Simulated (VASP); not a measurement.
# RbNa2 in VASP: notebook

The runs below take RbNa2 through single point, with PBE.

Program: VASP 6.6.1. These are calculated values, not measurements. Logs are shortened: lines on timing, memory, paths and dates and some standing lists are left out, and cuts for length are marked.

## Step 1: The cell of the first run

The typed cell holds 6 atoms: a = 5.018 Å, b = 5.018 Å, c = 13.774 Å, α = 90.00°, β = 90.00°, γ = 90.00°.

The cell was generated, and may not be a known phase.

## Step 2: Single point, PBE

INCAR

```
SYSTEM = RbNa2
ALGO     = Fast           ! electronic algorithm
EDIFF    = 1E-7           ! SCF threshold, eV
ENCUT    = 520            ! plane-wave cutoff, eV
GGA      = PE             ! functional
ISIF     = 2              ! what is computed and relaxed
ISMEAR   = 0              ! smearing method
LASPH    = .TRUE.         ! aspherical terms in the spheres
LCHARG   = .TRUE.         ! write CHGCAR
LELF     = .TRUE.         ! ELF
LREAL    = .FALSE.        ! projectors in reciprocal space
LVHAR    = .TRUE.       
LWAVE    = .FALSE.        ! write WAVECAR
NBANDS   = 32             ! bands
NELM     = 100            ! most SCF steps
PREC     = Accurate       ! precision mode
SIGMA    = 0.1            ! smearing width, eV
```

KPOINTS

```
k-points
0
G
  4 4 2
  0 0 0
```

POSCAR

```
RbNa2
1.0
    5.0179822056      0.0000000000      0.0000000000
    0.0000000000      5.0179822056      0.0000000000
    0.0000000000      0.0000000000     13.7741471875
Rb Na
2 4
Direct
    0.0000000000      0.0000000000      0.0000000000
    0.5000000000      0.5000000000      0.5000000000
    0.0000000000      0.5000000000      0.2499660548
    0.0000000000      0.5000000000      0.7499660548
    0.5000000000      0.0000000000      0.2500339452
    0.5000000000      0.0000000000      0.7500339452
```

Potentials or basis: VASP PAW PBE potentials, release 64 (Rb_sv, Na_pv).

Started as:

```console
$ cat potpaw_PBE.64/Rb_sv/POTCAR potpaw_PBE.64/Na_pv/POTCAR > POTCAR
$ mpirun -np 1 vasp_std > vasp.out
```

OUTCAR:

```text
SYSTEM = RbNa2
   EDIFF = 1E-7
   ENCUT = 520
   GGA = PE
   ISIF = 2
   ISMEAR = 0
   LASPH = .TRUE.
   LREAL = .FALSE.
   NELM = 100
   PREC = Accurate

 ion  position               nearest neighbor table
   1  0.000  0.000  0.000-   3 4.26   6 4.26   3 4.26   6 4.26   5 4.26   4 4.26   5 4.26   4 4.26

   2  0.500  0.500  0.500-   4 4.26   5 4.26   5 4.26   4 4.26   3 4.26   6 4.26   3 4.26   6 4.26

   3  0.000  0.500  0.250-   1 4.26   1 4.26   2 4.26   2 4.26
   4  0.000  0.500  0.750-   2 4.26   2 4.26   1 4.26   1 4.26
   5  0.500  0.000  0.250-   2 4.26   2 4.26   1 4.26   1 4.26
   6  0.500  0.000  0.750-   1 4.26   1 4.26   2 4.26   2 4.26

  LATTYP: Found a simple tetragonal cell.
 ALAT       =     5.0179822056
 C/A-ratio  =     2.7449573600

  Lattice vectors:

 A1 = (   5.0179822056,   0.0000000000,   0.0000000000)
 A2 = (   0.0000000000,   5.0179822056,   0.0000000000)
 A3 = (   0.0000000000,   0.0000000000,  13.7741471875)

Analysis of symmetry for initial positions (statically):
=====================================================================
 Subroutine PRICEL returns:
 Original cell was already a primitive cell.

 Routine SETGRP: Setting up the symmetry group for a
 simple tetragonal supercell.

 Subroutine GETGRP returns: Found 16 space group operations
 (whereof  8 operations were pure point group operations)
 out of a pool of 16 trial point group operations.

The static configuration has the point symmetry D_2d.
 The point group associated with its full space group is D_4h.

Analysis of symmetry for dynamics (positions and initial velocities):
=====================================================================
 Subroutine PRICEL returns:
 Original cell was already a primitive cell.

 Routine SETGRP: Setting up the symmetry group for a
 simple tetragonal supercell.

 Subroutine GETGRP returns: Found 16 space group operations
 (whereof  8 operations were pure point group operations)
 out of a pool of 16 trial point group operations.

The dynamic configuration has the point symmetry D_2d.
 The point group associated with its full space group is D_4h.

 Subroutine INISYM returns: Found 16 space group operations
 (whereof  8 operations are pure point group operations),
 and found     1 'primitive' translations

----------------------------------------------------------------------------------------

[... 89 lines left out ...]
   EDIFFG = 0.1E-05   stopping-criterion for IOM
   NSW    =      0    number of steps for IOM
   IBRION =     -1    ionic relax: 0-MD 1-quasi-New 2-CG
   NFREE  =      0    steps in history (QN), initial steepest desc. (CG)
   ISIF   =      2    stress and relaxation
   ISYM   =      2    0-nonsym 1-usesym 2-fastsym
   POTIM  = 0.5000    time-step for ionic-motion
   TEBEG  =    0.0;   TEEND  =   0.0 temperature during run
   PSTRESS=    0.0 pullay stress
   NELECT =      46.0000    total number of electrons
   NUPDOWN=      -1.0000    fix difference up-down
   EMIN   =  10.00;   EMAX   =-10.00  energy-range for DOS
   EFERMI =   0.00;   METHOD = LEGACY
   ISMEAR =     0;   SIGMA  =   0.10  broadening in eV -4-tet -1-fermi 0-gaus
   EFERMI_NEDOS =   21; number of points for ismear=-14 and -15
   IALGO  =     68    algorithm
   IMIX   =      4    mixing-type and parameters
     AMIX     =   0.40;   BMIX     =  1.00
     AMIX_MAG =   1.60;   BMIX_MAG =  1.00
  volume/ion in A,a.u.               =      57.81       390.09
  Fermi-wavevector in a.u.,A,eV,Ry     =   0.834872  1.577679  9.483409  0.697011
  Thomas-Fermi vector in A             =   1.948336
   LORBIT       =      0    0 simple, 1 ext, 2 COOP (PROOUT), +10 PAW based schemes
   GGA     = PE    functional components
   LHFCALC =     F    Hartree Fock is set to
   AEXX    =    0.0000 exact exchange contribution
   IVDW    =     0    specifies the selected vdW correction
   LEPSILON=     F    determine dielectric tensor
   LRPA    =     F    only Hartree local field effects (RPA)
 non-spin polarized calculation
 RMM-DIIS sequential band-by-band and
 Gauss-broadening in eV      SIGMA  =   0.10
  energy-cutoff  :      520.00
  volume of cell :      346.84
 maximum number of plane-waves:      9364
 NGX is ok and might be reduce to    40

 number of electron      45.9999939 magnetization

 Free energy of the ion-electron system (eV)
  ---------------------------------------------------
  ext. energy  EPLUGINS =         0.00000000
  ---------------------------------------------------
  free energy    TOTEN  =        -6.76964423 eV

  energy without entropy =       -6.75750654  energy(sigma->0) =       -6.76357538

 E-fermi :  -0.1490     XC(G=0):  -5.8017

 val. band max:       -0.2722559670   @ k =   0.5000   0.2500   0.0000
 cond. band min:      -0.0807900083   @ k =   0.2500   0.0000   0.5000
 fundamental gap:      0.1914659587
 Fermi energy:        -0.1489902972

 k-point     1 :       0.0000    0.0000    0.0000
  band No.  band energies     occupation
      1     -28.8294      2.00000
      2     -28.8294      2.00000
      3     -25.0876      2.00000
      4     -25.0876      2.00000
      5     -25.0813      2.00000
      6     -25.0813      2.00000
[... 409 lines left out ...]
     31       2.0832      0.00000
     32       2.0832      0.00000

------------------------ aborting loop because EDIFF is reached ----------------------------------------

  FORCE on cell =-STRESS in cart. coord.  units (eV):
  Direction    XX          YY          ZZ          XY          YZ          ZX
  --------------------------------------------------------------------------------------
  -------------------------------------------------------------------------------------
  Total       -0.2014104     -0.2014104      0.3701936      0.0000000      0.0000000      0.0000000
  in kB       -0.9303994     -0.9303994      1.7100805      0.0000000      0.0000000      0.0000000
  external PRESSURE =      -0.0502395 kB  Pullay stress =       0.0000000 kB

 VOLUME and BASIS-vectors are now :
 -----------------------------------------------------------------------------
  energy-cutoff  :      520.00
  volume of cell :      346.84
      direct lattice vectors                 reciprocal lattice vectors
     5.017982206  0.000000000  0.000000000     0.199283289  0.000000000  0.000000000
     0.000000000  5.017982206  0.000000000     0.000000000  0.199283289  0.000000000
     0.000000000  0.000000000 13.774147188     0.000000000  0.000000000  0.072599776

 POSITION                                       TOTAL-FORCE (eV/Angst)
 -----------------------------------------------------------------------------------
      0.00000      0.00000      0.00000         0.000000      0.000000     -0.000000
      2.50899      2.50899      6.88707         0.000000     -0.000000     -0.000000
      0.00000      2.50899      3.44307         0.000000      0.000000      0.000172
      0.00000      2.50899     10.33014         0.000000      0.000000      0.000172
      2.50899      0.00000      3.44400        -0.000000      0.000000     -0.000172
      2.50899      0.00000     10.33108         0.000000     -0.000000     -0.000172
 -----------------------------------------------------------------------------------
    total drift:                               -0.000000      0.000000      0.000000

  FREE ENERGIE OF THE ION-ELECTRON SYSTEM (eV)
  ---------------------------------------------------
  free  energy   TOTEN  =        -6.7696442259 eV

  energy  without entropy=       -6.7575065425  energy(sigma->0) =       -6.76357538
```

Wall time 5.5 min (1 thread of Oxide Virtual Turin-like, shared host); peak memory 0.43 GiB.

Results:

* Free energy: -6.7696 eV
* Pressure: 0.0 GPa
* Band gap on the k mesh: zero (bands 23 and 24 overlap by 1.36 eV)

Stress tensor (GPa, compression positive):
```
-0.09  0.00  0.00
 0.00 -0.09  0.00
 0.00  0.00  0.17
```

## Step 3: Single point, PBE

This run uses another cell than the first one: it holds 3 atoms, not 6.

INCAR

```
SYSTEM = RbNa2
ALGO = Fast
EDIFF = 1E-6
ENCUT = 520
GGA = PE
ISIF = 2
ISMEAR = 0
LASPH = .True.
LCHARG = .True.
LELF = .True.
LREAL = .False.
LVHAR = .True.
LWAVE = .False.
NBANDS = 18
NELM = 80
PREC = Accurate
SIGMA = 0.1
```

KPOINTS

```
k-points
0
Gamma
  14 14 14
  0 0 0
```

POSCAR

```
RbNa2
1.0
   -2.4396816314      2.4396816314      7.2640805617
    2.4396816314     -2.4396816314      7.2640805617
    2.4396816314      2.4396816314     -7.2640805617
Rb Na
1 2
Direct
    0.0000000000      0.0000000000      0.0000000000
    0.7500000000      0.2500000000      0.5000000000
    0.2500000000      0.7500000000      0.5000000000
```

Potentials or basis: VASP PAW PBE potentials, release 64 (Rb_sv, Na_pv).

Started as:

```console
$ cat potpaw_PBE.64/Rb_sv/POTCAR potpaw_PBE.64/Na_pv/POTCAR > POTCAR
$ mpirun -np 1 vasp_std > vasp.out
```

It took 40 min on 1 thread of Oxide Virtual Turin-like, shared host; peak memory 0.93 GiB.

It converged, with:

```
Free energy            : -3.3397 eV
Pressure               : 0.0 GPa
Band gap on the k mesh : zero (an odd number of electrons rules out a gap without spin polarisation)
```

Levels at points of the mesh, in eV from the Fermi level:
```csv
k point,band 10,band 11,band 12,band 13,band 14,band 15
"(0.00, 0.00, 0.00)",-12.87,-2.64,0.49,0.54,2.54,3.15
"(0.50, 0.00, 0.00)",-12.86,-0.96,-0.74,0.71,1.09,2.51
"(0.50, 0.50, 0.00)",-12.86,0.34,0.74,0.79,0.82,1.53
"(0.50, 0.50, 0.50)",-12.87,-2.16,-1.28,2.40,2.40,3.50
```

The gap in the log of VASP goes by the Fermi energy; the results here count the filled bands.